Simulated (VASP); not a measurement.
# ZrC (zincblende type) (F-43m) in VASP: a series of runs, part 2 of 2

VASP 6.6.1. The steps go on from the part before.

### 3 Electric field gradients, PBE (volume scaled by 0.97)

Input file INCAR:

```
SYSTEM = ZrC
PREC     = Accurate       ! precision mode
ENCUT    = 520            ! plane-wave cutoff, eV
EDIFF    = 1E-8           ! SCF threshold, eV
ISMEAR   = -1             ! smearing method
SIGMA    = 0.03           ! smearing width, eV
LREAL    = .False.        ! projectors in reciprocal space
LASPH    = .True.         ! aspherical terms in the spheres
NELM     = 80             ! most SCF steps
ALGO     = Normal         ! electronic algorithm
ISIF     = 2              ! what is computed and relaxed
LWAVE    = .False.        ! write WAVECAR
LCHARG   = .False.        ! write CHGCAR
GGA      = PE             ! functional
LEFG     = .True.       
NBANDS   = 15             ! bands
```

Input file KPOINTS:

```
regular mesh
0
Gamma
  11 11 11
  0 0 0
```

Input file POSCAR:

```
ZrC
1.0
    0.0000000000      2.5194681777      2.5194681777
    2.5194681777      0.0000000000      2.5194681777
    2.5194681777      2.5194681777      0.0000000000
Zr C
1 1
Direct
    0.0000000000      0.0000000000      0.0000000000
    0.2500000000      0.2500000000      0.2500000000
```

Potentials or basis: VASP PAW PBE potentials, release 64 (Zr_sv, C).

Launch:

```console
cat potpaw_PBE.64/Zr_sv/POTCAR potpaw_PBE.64/C/POTCAR > POTCAR
mpirun -np 1 vasp_std > vasp.out
```

OUTCAR:

```text
SYSTEM = ZrC
   PREC = Accurate
   ENCUT = 520
   EDIFF = 1E-8
   ISMEAR = -1
   LREAL = .False.
   LASPH = .True.
   NELM = 80
   ISIF = 2
   GGA = PE

 ion  position               nearest neighbor table
   1  0.000  0.000  0.000-   2 2.18   2 2.18   2 2.18   2 2.18
   2  0.250  0.250  0.250-   1 2.18   1 2.18   1 2.18   1 2.18

  LATTYP: Found a face centered cubic cell.
 ALAT       =     5.0389363554

  Lattice vectors:

 A1 = (   0.0000000000,   2.5194681777,   2.5194681777)
 A2 = (   2.5194681777,   0.0000000000,   2.5194681777)
 A3 = (   2.5194681777,   2.5194681777,   0.0000000000)

Analysis of symmetry for initial positions (statically):
=====================================================================
 Subroutine PRICEL returns:
 Original cell was already a primitive cell.

 Routine SETGRP: Setting up the symmetry group for a
 face centered cubic supercell.

 Subroutine GETGRP returns: Found 24 space group operations
[... 618 lines left out ...]
  volume of cell :       31.99
      direct lattice vectors                 reciprocal lattice vectors
     0.000000000  2.519468178  2.519468178    -0.198454580  0.198454580  0.198454580
     2.519468178  0.000000000  2.519468178     0.198454580 -0.198454580  0.198454580
     2.519468178  2.519468178  0.000000000     0.198454580  0.198454580 -0.198454580

 POSITION                                       TOTAL-FORCE (eV/Angst)
 -----------------------------------------------------------------------------------
      0.00000      0.00000      0.00000         0.000000      0.000000      0.000000
      1.25973      1.25973      1.25973        -0.000000     -0.000000     -0.000000
 -----------------------------------------------------------------------------------
    total drift:                                0.000000      0.000000      0.000000

  FREE ENERGIE OF THE ION-ELECTRON SYSTEM (eV)
  ---------------------------------------------------
  free  energy   TOTEN  =       -18.2151353005 eV

  energy  without entropy=      -18.2151283326  energy(sigma->0) =      -18.21513182

 Electric field gradients (V/A^2)
---------------------------------------------------------------------
 ion       V_xx      V_yy      V_zz      V_xy      V_xz      V_yz
---------------------------------------------------------------------
   1       0.000     0.000    -0.000     0.000     0.000     0.000
   2       0.000    -0.000     0.000     0.000     0.000     0.000
---------------------------------------------------------------------

 Electric field gradients after diagonalization (V/A^2)
 (convention: |V_zz| > |V_xx| > |V_yy|)
----------------------------------------------------------------------
 ion       V_xx      V_yy      V_zz     asymmetry (V_yy - V_xx)/ V_zz
----------------------------------------------------------------------
   1      -0.000    -0.000     0.000       0.000
   2      -0.000    -0.000     0.000       0.000
----------------------------------------------------------------------

           NMR quadrupolar parameters

 Cq : quadrupolar parameter    Cq=e*Q*V_zz/h
 eta: asymmetry parameters     (V_yy - V_xx)/ V_zz
 Q  : nuclear electric quadrupole moment in mb (millibarn)
----------------------------------------------------------------------
 ion       Cq(MHz)       eta       Q (mb)
----------------------------------------------------------------------
   1       0.000       0.000       1.000
   2       0.000       0.000       1.000
----------------------------------------------------------------------
```

OSZICAR:

```text
N       E                     dE             d eps       ncg     rms          rms(c)
DAV:   1     0.105710851656E+03    0.10571E+03   -0.84888E+03  1680   0.105E+03
DAV:   2    -0.174880812405E+02   -0.12320E+03   -0.11390E+03  2233   0.276E+02
DAV:   3    -0.227289626113E+02   -0.52409E+01   -0.52011E+01  2520   0.500E+01
DAV:   4    -0.228411619468E+02   -0.11220E+00   -0.11216E+00  2203   0.680E+00
DAV:   5    -0.228427256454E+02   -0.15637E-02   -0.15637E-02  2309   0.695E-01    0.217E+01
DAV:   6    -0.182569258386E+02    0.45858E+01   -0.11484E+01  1862   0.253E+01    0.627E+00
DAV:   7    -0.182126667071E+02    0.44259E-01   -0.73420E-01  1826   0.643E+00    0.537E+00
DAV:   8    -0.182197460715E+02   -0.70794E-02   -0.11444E-01  2072   0.302E+00    0.214E+00
DAV:   9    -0.182146714926E+02    0.50746E-02   -0.15792E-02  1904   0.103E+00    0.396E-01
DAV:  10    -0.182151567288E+02   -0.48524E-03   -0.12848E-03  2058   0.361E-01    0.192E-01
DAV:  11    -0.182151387797E+02    0.17949E-04   -0.12918E-04  1827   0.111E-01    0.305E-02
DAV:  12    -0.182151354124E+02    0.33674E-05   -0.41301E-06  1988   0.189E-02    0.800E-03
DAV:  13    -0.182151352975E+02    0.11483E-06   -0.26562E-07  2529   0.470E-03    0.188E-03
DAV:  14    -0.182151353005E+02   -0.29913E-08   -0.26339E-08  1974   0.176E-03
   1 F= -.18215135E+02 E0= -.18215132E+02  d E =-.696797E-05
```

stdout:

```text
POSCAR found type information on POSCAR ZrC
 POSCAR found :  2 types and       2 ions
 scaLAPACK will be used
 LDA part: xc-table for (Slater+PW92), standard interpolation
 POSCAR, INCAR and KPOINTS ok, starting setup
 FFT: planning ... GRIDC
 FFT: planning ... GRID_SOFT
 FFT: planning ... GRID
 WAVECAR not read
 entering main loop
ion   1

ion   2
```

Wall time 17 s (1 thread of Intel Xeon Platinum 8488C (Sapphire Rapids), shared host); peak memory 0.17 GiB.

What came out:

- Free energy: -18.2151 eV
- Pressure: 4.9 GPa
- Band gap on the k mesh: 0.54 eV, indirect (least direct gap 0.55 eV)

Levels at points of the mesh, in eV from the valence-band top:
```
           k point  band 4  band 5  band 6  band 7  band 8  band 9  band 10  band 11  band 12  band 13
(0.00, 0.00, 0.00)  -25.75   -9.91   -2.34   -2.34   -2.34    3.17     3.17     3.48     8.62     8.62
```

Caveat: the cell differs from its parent crystal (volume scaled by 0.97); without QUAD_EFG the Cq values of the log hold for a quadrupole moment of 1 mb, not for the nuclei. A k mesh can miss the band edges.

### 4 Electric field gradients, PBE

This run uses another cell than the first one, of 16.49 Å³/atom, 1.063 times its volume.

Input file INCAR:

```
SYSTEM = ZrC
  ALGO = Normal
  EDIFF = 1E-8
  ENCUT = 520
  GGA = PE
  ISIF = 2
  ISMEAR = -1
  LASPH = .TRUE.
  LCHARG = .FALSE.
  LEFG = .TRUE.
  LREAL = .FALSE.
  LWAVE = .FALSE.
  NBANDS = 15
  NELM = 100
  PREC = Accurate
  SIGMA = 0.03
```

Input file KPOINTS:

```
k-points
0
G
  11 11 11
  0 0 0
```

Input file POSCAR:

```
ZrC
1.0
    0.0000000000      2.5451788125      2.5451788125
    2.5451788125      0.0000000000      2.5451788125
    2.5451788125      2.5451788125      0.0000000000
Zr C
1 1
Direct
    0.0000000000      0.0000000000      0.0000000000
    0.2500000000      0.2500000000      0.2500000000
```

Potentials or basis: VASP PAW PBE potentials, release 64 (Zr_sv, C).

Launch:

```console
cat potpaw_PBE.64/Zr_sv/POTCAR potpaw_PBE.64/C/POTCAR > POTCAR
mpirun -np 1 vasp_std > vasp.out
```

OUTCAR:

```text
SYSTEM = ZrC
   EDIFF = 1E-8
   ENCUT = 520
   GGA = PE
   ISIF = 2
   ISMEAR = -1
   LASPH = .TRUE.
   LREAL = .FALSE.
   NELM = 100
   PREC = Accurate

 ion  position               nearest neighbor table
   1  0.000  0.000  0.000-   2 2.20   2 2.20   2 2.20   2 2.20
   2  0.250  0.250  0.250-   1 2.20   1 2.20   1 2.20   1 2.20

  LATTYP: Found a face centered cubic cell.
 ALAT       =     5.0903576250

  Lattice vectors:

 A1 = (   0.0000000000,   2.5451788125,   2.5451788125)
 A2 = (   2.5451788125,   0.0000000000,   2.5451788125)
 A3 = (   2.5451788125,   2.5451788125,   0.0000000000)

Analysis of symmetry for initial positions (statically):
=====================================================================
 Subroutine PRICEL returns:
 Original cell was already a primitive cell.

 Routine SETGRP: Setting up the symmetry group for a
 face centered cubic supercell.

 Subroutine GETGRP returns: Found 24 space group operations
 (whereof 24 operations were pure point group operations)
 out of a pool of 48 trial point group operations.

The static configuration has the point symmetry T_d .

Analysis of symmetry for dynamics (positions and initial velocities):
=====================================================================
 Subroutine PRICEL returns:
 Original cell was already a primitive cell.

 Routine SETGRP: Setting up the symmetry group for a
 face centered cubic supercell.

 Subroutine GETGRP returns: Found 24 space group operations
 (whereof 24 operations were pure point group operations)
 out of a pool of 48 trial point group operations.

The dynamic configuration has the point symmetry T_d .

 Subroutine INISYM returns: Found 24 space group operations
 (whereof 24 operations are pure point group operations),
 and found     1 'primitive' translations

----------------------------------------------------------------------------------------

                                     Primitive cell

  volume of cell :      32.9750

  direct lattice vectors                    reciprocal lattice vectors
     0.000000000  2.545178813  2.545178813    -0.196449852  0.196449852  0.196449852
     2.545178813  0.000000000  2.545178813     0.196449852 -0.196449852  0.196449852
     2.545178813  2.545178813  0.000000000     0.196449852  0.196449852 -0.196449852

  length of vectors
     3.599426395  3.599426395  3.599426395     0.340261124  0.340261124  0.340261124

  position of ions in fractional coordinates (direct lattice)
     0.000000000  0.000000000  0.000000000
     0.250000000  0.250000000  0.250000000

  ion indices of the primitive-cell ions
   primitive index   ion index
                 1           1
                 2           2

----------------------------------------------------------------------------------------

 KPOINTS: k-points

Automatic generation of k-mesh.
 Grid dimensions read from file:
 generate k-points for:   11   11   11

 Generating k-lattice:
[... 73 lines left out ...]
   NELECT =      16.0000    total number of electrons
   NUPDOWN=      -1.0000    fix difference up-down
   EMIN   =  10.00;   EMAX   =-10.00  energy-range for DOS
   EFERMI =   0.00;   METHOD = LEGACY
   ISMEAR =    -1;   SIGMA  =   0.03  broadening in eV -4-tet -1-fermi 0-gaus
   EFERMI_NEDOS =   21; number of points for ismear=-14 and -15
   IALGO  =     38    algorithm
   IMIX   =      4    mixing-type and parameters
     AMIX     =   0.40;   BMIX     =  1.00
     AMIX_MAG =   1.60;   BMIX_MAG =  1.00
  volume/ion in A,a.u.               =      16.49       111.26
  Fermi-wavevector in a.u.,A,eV,Ry     =   1.286431  2.431002 22.516349  1.654905
  Thomas-Fermi vector in A             =   2.418506
   LORBIT       =      0    0 simple, 1 ext, 2 COOP (PROOUT), +10 PAW based schemes
   GGA     = PE    functional components
   LHFCALC =     F    Hartree Fock is set to
   AEXX    =    0.0000 exact exchange contribution
   IVDW    =     0    specifies the selected vdW correction
   LEPSILON=     F    determine dielectric tensor
   LRPA    =     F    only Hartree local field effects (RPA)
 non-spin polarized calculation
  energy-cutoff  :      520.00
  volume of cell :       32.98
 maximum number of plane-waves:       911
   NGX = 13   NGY = 13   NGZ = 13

 number of electron      16.0000001 magnetization

 Free energy of the ion-electron system (eV)
  ---------------------------------------------------
  ext. energy  EPLUGINS =         0.00000000
  ---------------------------------------------------
  free energy    TOTEN  =       -18.23060045 eV

  energy without entropy =      -18.23059368  energy(sigma->0) =      -18.23059707

 E-fermi :   6.8021     XC(G=0): -10.6752

 val. band max:        6.5208394017   @ k =  -0.2727   0.4545   0.1818
 cond. band min:       7.0608348441   @ k =  -0.3636   0.4545   0.0909
 fundamental gap:      0.5399954424
 Fermi energy:         6.8021445815

 k-point     1 :       0.0000    0.0000    0.0000
  band No.  band energies     occupation
      1     -41.4205      2.00000
      2     -19.3294      2.00000
      3     -19.3294      2.00000
      4     -19.3294      2.00000
      5      -3.2882      2.00000
      6       4.2805      2.00000
      7       4.2805      2.00000
      8       4.2805      2.00000
      9       9.6196      0.00000
     10       9.6196      0.00000
     11       9.9089      0.00000
     12      14.9489      0.00000
     13      14.9489      0.00000
     14      14.9489      0.00000
[... 401 lines left out ...]
      2     -19.5691      2.00000
      3     -19.4275      2.00000
      4     -19.3607      2.00000
      5      -2.3890      2.00000
      6       3.7587      2.00000
      7       4.7218      2.00000
      8       4.8198      2.00000
      9       8.8137      0.00000
     10       9.9434      0.00000
     11      11.4677      0.00000
     12      13.8756      0.00000
     13      14.7991      0.00000
     14      15.3710      0.00000
     15      16.9741      0.00000

 [... further k-points ...]
[... 5 lines left out ...]
  --------------------------------------------------------------------------------------
  -------------------------------------------------------------------------------------
  Total        0.0276439      0.0276439      0.0276439      0.0000000      0.0000000      0.0000000
  in kB        1.3431498      1.3431498      1.3431498      0.0000000      0.0000000      0.0000000
  external PRESSURE =       1.3431498 kB  Pullay stress =       0.0000000 kB

 VOLUME and BASIS-vectors are now :
 -----------------------------------------------------------------------------
  energy-cutoff  :      520.00
  volume of cell :       32.98
      direct lattice vectors                 reciprocal lattice vectors
     0.000000000  2.545178813  2.545178813    -0.196449852  0.196449852  0.196449852
     2.545178813  0.000000000  2.545178813     0.196449852 -0.196449852  0.196449852
     2.545178813  2.545178813  0.000000000     0.196449852  0.196449852 -0.196449852

 POSITION                                       TOTAL-FORCE (eV/Angst)
 -----------------------------------------------------------------------------------
      0.00000      0.00000      0.00000         0.000000      0.000000      0.000000
      1.27259      1.27259      1.27259        -0.000000     -0.000000     -0.000000
 -----------------------------------------------------------------------------------
    total drift:                                0.000000      0.000000      0.000000

  FREE ENERGIE OF THE ION-ELECTRON SYSTEM (eV)
  ---------------------------------------------------
  free  energy   TOTEN  =       -18.2306004508 eV

  energy  without entropy=      -18.2305936823  energy(sigma->0) =      -18.23059707

 Electric field gradients (V/A^2)
---------------------------------------------------------------------
 ion       V_xx      V_yy      V_zz      V_xy      V_xz      V_yz
---------------------------------------------------------------------
   1      -0.000     0.000    -0.000     0.000     0.000     0.000
   2       0.000     0.000    -0.000     0.000     0.000     0.000
---------------------------------------------------------------------

 Electric field gradients after diagonalization (V/A^2)
 (convention: |V_zz| > |V_xx| > |V_yy|)
----------------------------------------------------------------------
 ion       V_xx      V_yy      V_zz     asymmetry (V_yy - V_xx)/ V_zz
----------------------------------------------------------------------
   1      -0.000    -0.000     0.000       0.000
   2      -0.000    -0.000     0.000       0.000
----------------------------------------------------------------------

           NMR quadrupolar parameters

 Cq : quadrupolar parameter    Cq=e*Q*V_zz/h
 eta: asymmetry parameters     (V_yy - V_xx)/ V_zz
 Q  : nuclear electric quadrupole moment in mb (millibarn)
----------------------------------------------------------------------
 ion       Cq(MHz)       eta       Q (mb)
----------------------------------------------------------------------
   1       0.000       0.000       1.000
   2       0.000       0.000       1.000
----------------------------------------------------------------------
```

Wall time 18 s (1 thread of Intel Xeon Platinum 8488C (Sapphire Rapids), shared host); peak memory 0.17 GiB.

Results:

| Item | Value |
| --- | --- |
| Free energy | -18.2306 eV |
| Pressure | 0.1 GPa |
| Band gap on the k mesh | 0.54 eV, indirect (least direct gap 0.55 eV) |

Levels at points of the mesh, in eV from the valence-band top:
```csv
k point,band 5,band 6,band 7,band 8,band 9,band 10,band 11,band 12
"(0.00, 0.00, 0.00)",-9.81,-2.24,-2.24,-2.24,3.10,3.10,3.39,8.43
```

Caveat: without QUAD_EFG the Cq values of the log hold for a quadrupole moment of 1 mb, not for the nuclei. A k mesh can miss the band edges.

### 5 The runs side by side

| cell | gap on the mesh (eV) | pressure (GPa) |
| --- | --- | --- |
| a = 3.527 Å, angles 60.0°, 2 atoms | 0.53 | 10.2 |
| a = 3.563 Å, angles 60.0°, 2 atoms | 0.54 | 4.9 |
| a = 3.599 Å, angles 60.0°, 2 atoms | 0.54 | 0.1 |

Alike in all rows: task electric field gradients; level PBE; potentials or basis VASP PAW PBE potentials, release 64 (Zr_sv, C); no spin polarisation; k mesh 11 × 11 × 11; cutoff (eV) 520; smearing fermi-dirac 0.03 eV.

Absolute energies hang on the potentials; compare differences alone.
